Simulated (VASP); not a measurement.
# Ta (Im-3m) in VASP: a series of runs, part 2 of 2

VASP 6.6.1. Earlier steps stand in the parts before.

## Step 5: Single point, RPBE+D4

This run uses another cell than the first one, of 18.15 Å³/atom, 0.951 times its volume.

Contents of INCAR:

```
PREC = Accurate
ENCUT = 520
EDIFF = 1E-6
ISMEAR = -1
SIGMA = 0.05
LREAL = False
LASPH = True
NELM = 100
ALGO = Normal
ISIF = 2
LWAVE = False
LCHARG = False
GGA = RP
IVDW = 13
NBANDS = 12
```

Contents of KPOINTS:

```
regular mesh
0
Gamma
  11 11 11
```

Contents of POSCAR:

```
Ta
1.0
   -1.6554415048      1.6554415048      1.6554415048
    1.6554415048     -1.6554415048      1.6554415048
    1.6554415048      1.6554415048     -1.6554415048
Ta
1
Direct
    0.0000000000      0.0000000000      0.0000000000
```

Potentials or basis: VASP PAW PBE potentials, release 64 (Ta_pv).

Started as:

```
cat potpaw_PBE.64/Ta_pv/POTCAR > POTCAR
mpirun -np 1 vasp_std > vasp.out
```

OUTCAR:

```text
PREC = Accurate
   ENCUT = 520
   EDIFF = 1E-6
   ISMEAR = -1
   LREAL = False
   LASPH = True
   NELM = 100
   ISIF = 2
   GGA = RP
   IVDW = 13

 ion  position               nearest neighbor table
   1  0.000  0.000  0.000-

  LATTYP: Found a body centered cubic cell.
 ALAT       =     3.3108830096

  Lattice vectors:

 A1 = (  -1.6554415048,   1.6554415048,   1.6554415048)
 A2 = (   1.6554415048,  -1.6554415048,   1.6554415048)
 A3 = (   1.6554415048,   1.6554415048,  -1.6554415048)

Analysis of symmetry for initial positions (statically):
=====================================================================
 Subroutine PRICEL returns:
 Original cell was already a primitive cell.

 Routine SETGRP: Setting up the symmetry group for a
 body centered cubic supercell.

 Subroutine GETGRP returns: Found 48 space group operations
 (whereof 48 operations were pure point group operations)
 out of a pool of 48 trial point group operations.

The static configuration has the point symmetry O_h .

Analysis of symmetry for dynamics (positions and initial velocities):
=====================================================================
 Subroutine PRICEL returns:
 Original cell was already a primitive cell.

 Routine SETGRP: Setting up the symmetry group for a
 body centered cubic supercell.

 Subroutine GETGRP returns: Found 48 space group operations
 (whereof 48 operations were pure point group operations)
 out of a pool of 48 trial point group operations.

The dynamic configuration has the point symmetry O_h .

 Subroutine INISYM returns: Found 48 space group operations
 (whereof 48 operations are pure point group operations),
 and found     1 'primitive' translations

[... 113 lines left out ...]
  volume/ion in A,a.u.               =      18.15       122.46
  Fermi-wavevector in a.u.,A,eV,Ry     =   1.385496  2.618207 26.117726  1.919599
  Thomas-Fermi vector in A             =   2.509901
   LORBIT       =      0    0 simple, 1 ext, 2 COOP (PROOUT), +10 PAW based schemes
   GGA     = RP    functional components
   LHFCALC =     F    Hartree Fock is set to
   AEXX    =    0.0000 exact exchange contribution
   IVDW    =    13    specifies the selected vdW correction
   LEPSILON=     F    determine dielectric tensor
   LRPA    =     F    only Hartree local field effects (RPA)
 non-spin polarized calculation
  energy-cutoff  :      520.00
  volume of cell :       18.15
 maximum number of plane-waves:       498
 NGX is ok and might be reduce to    24
   NGX = 11   NGY = 11   NGZ = 11

 number of electron      11.0000001 magnetization

 Free energy of the ion-electron system (eV)
  ---------------------------------------------------
  ext. energy  EPLUGINS =         0.00000000
  ---------------------------------------------------
  free energy    TOTEN  =       -11.31464608 eV

  energy without entropy =      -11.30547021  energy(sigma->0) =      -11.31005814

 E-fermi :   5.5089     XC(G=0): -12.5257

 val. band max:        5.4746727648   @ k =   0.1818   0.0000   0.0000
 cond. band min:       5.5101602621   @ k =   0.3636   0.1818   0.0909
 fundamental gap:      0.0354874973
 Fermi energy:         5.5089380740

 k-point     1 :       0.0000    0.0000    0.0000
  band No.  band energies     occupation
      1     -27.6134      2.00000
      2     -27.6134      2.00000
      3     -27.6134      2.00000
      4      -2.3714      2.00000
      5       6.2694      0.00000
      6       6.2694      0.00000
      7       6.2694      0.00000
      8       9.5201      0.00000
      9       9.5201      0.00000
     10      20.4537      0.00000
     11      20.4537      0.00000
     12      20.4537      0.00000
[... 331 lines left out ...]
 k-point    24 :       0.3636    0.1818    0.0909
  band No.  band energies     occupation
      1     -28.5529      2.00000
      2     -28.1317      2.00000
      3     -27.8000      2.00000
      4       2.7107      2.00000
      5       3.9539      2.00000
      6       5.5102      0.98778
      7       9.9389      0.00000
      8      10.5069      0.00000
      9      14.5673      0.00000
     10      15.5420      0.00000
     11      18.8197      0.00000
     12      20.2527      0.00000

 [... further k-points ...]

------------------------ aborting loop because EDIFF is reached ----------------------------------------

  DFT-D4 for vdW energy calculation

  Edisp (eV):   -0.51486

  FORCE on cell =-STRESS in cart. coord.  units (eV):
  Direction    XX          YY          ZZ          XY          YZ          ZX
  --------------------------------------------------------------------------------------
  -------------------------------------------------------------------------------------
  Total       0.00161     0.00161     0.00161     0.00000    -0.00000    -0.00000
  in kB       0.14246     0.14246     0.14246     0.00000    -0.00000    -0.00000
  external pressure =        0.14 kB  Pullay stress =        0.00 kB

 VOLUME and BASIS-vectors are now :
 -----------------------------------------------------------------------------
  energy-cutoff  :      520.00
  volume of cell :       18.15
      direct lattice vectors                 reciprocal lattice vectors
    -1.655441505  1.655441505  1.655441505     0.000000000  0.302034230  0.302034230
     1.655441505 -1.655441505  1.655441505     0.302034230  0.000000000  0.302034230
     1.655441505  1.655441505 -1.655441505     0.302034230  0.302034230  0.000000000

 POSITION                                       TOTAL-FORCE (eV/Angst)
 -----------------------------------------------------------------------------------
      0.00000      0.00000      0.00000         0.000000     -0.000000     -0.000000
 -----------------------------------------------------------------------------------
    total drift:                                0.000000      0.000000      0.000000

  FREE ENERGIE OF THE ION-ELECTRON SYSTEM (eV)
  ---------------------------------------------------
  free  energy   TOTEN  =       -11.8295040268 eV

  energy  without entropy=      -11.8203281611  energy(sigma->0) =      -11.82491609
```

It took 3.8 s on 1 thread of Intel Xeon 6975P-C (Granite Rapids), shared host; peak memory 0.14 GiB.

What came out:

- Free energy: -11.8295 eV
- Pressure: 0.0 GPa
- Dispersion energy per atom: -0.515 eV

Caveat: the PAW data sets were made with another functional, which shifts forces and pressure a little; spin-orbit coupling is left out, which moves the levels of the heavy elements; pairwise dispersion overbinds metals, which lowers pressure and volume.

## Step 6: Relaxation of cell and atoms, PBEsol+D4

This run uses another cell than the first one, of 18.01 Å³/atom, 0.943 times its volume.

Contents of INCAR:

```
  ALGO = Fast
  EDIFF = 1E-6
  EDIFFG = -0.01
  ENCUT = 600
  GGA = PS
  IBRION = 2
  ISIF = 3
  ISMEAR = -1
  IVDW = 13
  LASPH = True
  LCHARG = False
  LREAL = False
  LWAVE = False
  NELM = 80
  NSW = 60
  PREC = Accurate
  SIGMA = 0.05
```

Contents of KPOINTS:

```
k-points
0
Gamma
  11 11 11
```

Contents of POSCAR:

```
Ta
1.0
   -1.6512800000      1.6512800000      1.6512800000
    1.6512800000     -1.6512800000      1.6512800000
    1.6512800000      1.6512800000     -1.6512800000
Ta
1
Direct
    0.0000000000      0.0000000000      0.0000000000
```

Potentials or basis: VASP PAW PBE potentials, release 64 (Ta_pv).

Started as:

```
cat potpaw_PBE.64/Ta_pv/POTCAR > POTCAR
mpirun -np 1 vasp_std > vasp.out
```

Wall time 12 s (1 thread of Intel Xeon 6975P-C (Granite Rapids), shared host); peak memory 0.15 GiB.

Results (log left out):

* Free energy: -12.7518 eV
* Relaxed volume: 17.51 Å³/atom
* Relaxed cell: a = 2.834 Å, b = 2.834 Å, c = 2.834 Å, α = 109.47°, β = 109.47°, γ = 109.47°
* Space group after relaxing (to 0.05 Å): Im-3m (No. 229)
* Energy gained by relaxing: 9.1 meV/atom
* Ionic steps: 4
* Pressure after relaxing: 0.0 GPa
* Dispersion energy per atom: -0.191 eV

The path:
```tsv
step	energy change (eV)	largest force (eV/Å)	pressure (GPa)	volume (Å³)
1	0.0000	0.0000	-5.74	18.01
2	0.0473	0.0000	16.94	16.38
3	-0.0091	0.0000	-0.16	17.53
4	-0.0091	0.0000	-0.04	17.51
```

Final structure:
```
Ta
1.0
    -1.63599    1.63599    1.63599
     1.63599   -1.63599    1.63599
     1.63599    1.63599   -1.63599
Ta
1
Direct
  0.00000 0.00000 0.00000
```

Levels at points of the mesh, in eV from the Fermi level:
```csv
k point,band 1,band 2,band 3,band 4,band 5,band 6,band 7,band 8,band 9
"(0.00, 0.00, 0.00)",-32.91,-32.91,-32.91,-8.03,0.72,0.72,0.72,4.09,4.09
```

Caveat: the PAW data sets were made with another functional, which shifts forces and pressure a little; spin-orbit coupling is left out, which moves the levels of the heavy elements; pairwise dispersion overbinds metals, which lowers pressure and volume.

## Step 7: Overview

| task | level | potentials or basis | cell | cutoff (eV) | gap on the mesh (eV) | pressure (GPa) |
| --- | --- | --- | --- | --- | --- | --- |
| single point | LDA | VASP PAW LDA potentials, release 64 (Ta_pv) | a = 2.916 Å, angles 109.5°, 1 atom | 520 | none | -18.3 |
| single point | RPBE+D3(BJ) | VASP PAW PBE potentials, release 64 (Ta_pv) | a = 2.700 Å, angles 109.5°, 1 atom | 520 | none | 0.5 |
| single point | PBEsol+D4 | VASP PAW PBE potentials, release 64 (Ta_pv) | a = 2.832 Å, angles 109.5°, 1 atom | 520 | none | 0.3 |
| single point | RPBE+D4 | VASP PAW PBE potentials, release 64 (Ta_pv) | a = 2.867 Å, angles 109.5°, 1 atom | 520 | none | 0.0 |
| relaxation of cell and atoms | PBEsol+D4 | VASP PAW PBE potentials, release 64 (Ta_pv) | relaxed from a = 2.860 Å, angles 109.5°, 1 atom | 600 | none | 0.0 |

Alike in all rows: no spin polarisation; k mesh 11 × 11 × 11; smearing fermi-dirac 0.05 eV.

Caveats: spin-orbit coupling is left out, which moves the levels of the heavy elements; the PAW data sets were made with another functional, which shifts forces and pressure a little (some runs); pairwise dispersion overbinds metals, which lowers pressure and volume (some runs).

Total energies depend on the potentials used, so only differences within one code and one set of settings carry meaning.
